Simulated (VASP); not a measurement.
**AlCrBN2: single point with PBE**

AlCrBN2:

```
Al Cr B N
1.0
     4.72794    0.00000    0.00000
    -2.36397    4.09452    0.00000
     0.00000    0.00000    4.68076
Al Cr B N
1 1 1 2
Direct
  0.66667 0.33333 0.50000
  0.33333 0.66667 0.50000
  0.66667 0.33333 0.00000
  0.33333 0.66667 0.12767
  0.33333 0.66667 0.87233
```

The cell was built from a structure type or drawn by symmetry, and may not be a known phase.

```yaml
Program: VASP 6.6.1
Task: single point
Functional: PBE
Potentials_or_basis: VASP PAW PBE potentials, release 64 (Al, Cr_pv, B, N)
Cutoff: 520 eV
k_mesh: 6 × 6 × 4
Occupations: gaussian, width 0.1 eV
Spin: collinear spin, ferromagnetic start
Starting_moments: "[0.0, 3.0, 0.0, 0.0, 0.0] μB"
Dipole_correction: no
Further_INCAR_settings: ALGO = Normal; EDIFF = 1e-06; NBANDS = 26
```

- Pressure: 0.4 GPa
- Largest force: 0.372 eV/Å
- Net moment: 1.39 μB per cell
- Site moments: Al -0.04; Cr +1.64; B -0.03; N -0.07 μB
- Valence electrons inside the program's atomic spheres: Al 0.77; Cr 11.09; B 1.42; N 3.87

Forces in eV/Å, atoms in the order of the input:
```
Al   0.000  0.000  0.000
Cr   0.000  0.000  0.000
B    0.000  0.000  0.000
N    0.000  0.000  0.372
N    0.000  0.000 -0.372
```

Stress tensor (GPa, compression positive):
```
0.17 0.00 0.00
0.00 0.17 0.00
0.00 0.00 0.73
```

Levels at points of the mesh, in eV from the Fermi level:
Spin up:
| k point | band 12 | band 13 | band 14 | band 15 | band 16 | band 17 | band 18 | band 19 |
| --- | --- | --- | --- | --- | --- | --- | --- | --- |
| (0.00, 0.00, 0.00) | -2.11 | -1.68 | -1.54 | -1.54 | 1.21 | 1.21 | 3.35 | 4.09 |
| (0.50, 0.00, 0.00) | -2.03 | -1.24 | -0.97 | -0.84 | -0.23 | 0.86 | 1.94 | 3.83 |
| (0.00, 0.00, 0.50) | -1.40 | 0.33 | 0.33 | 0.45 | 0.45 | 0.53 | 1.16 | 1.16 |
| (0.50, 0.00, 0.50) | -1.06 | -0.78 | -0.06 | 0.29 | 0.32 | 0.79 | 1.35 | 1.57 |
Spin down:
```
           k point  band 10  band 11  band 12  band 13  band 14  band 15  band 16  band 17
(0.00, 0.00, 0.00)    -1.88    -1.69    -1.69    -1.63    -0.64    -0.64     1.76     1.76
(0.50, 0.00, 0.00)    -2.80    -1.76    -1.65    -0.86    -0.46     0.13     0.99     1.44
(0.00, 0.00, 0.50)    -5.18    -0.31    -0.31     0.77     0.77     0.86     0.86     1.22
(0.50, 0.00, 0.50)    -4.73    -1.31    -0.46     0.53     0.78     1.16     1.23     1.31
```

Wall time 47 s on 1 thread of Intel(R) Xeon(R) 6975P-C (Granite Rapids), with other jobs on the host, peak memory 0.28 GiB.

Caveat: the standard files for N, O and F lose accuracy on very short bonds; a cell with one magnetic atom can't hold antiferromagnetic order, which such compounds often take. With open d or f shells a metallic result of PBE can be an artefact of self-interaction; +U or a hybrid may open a gap.
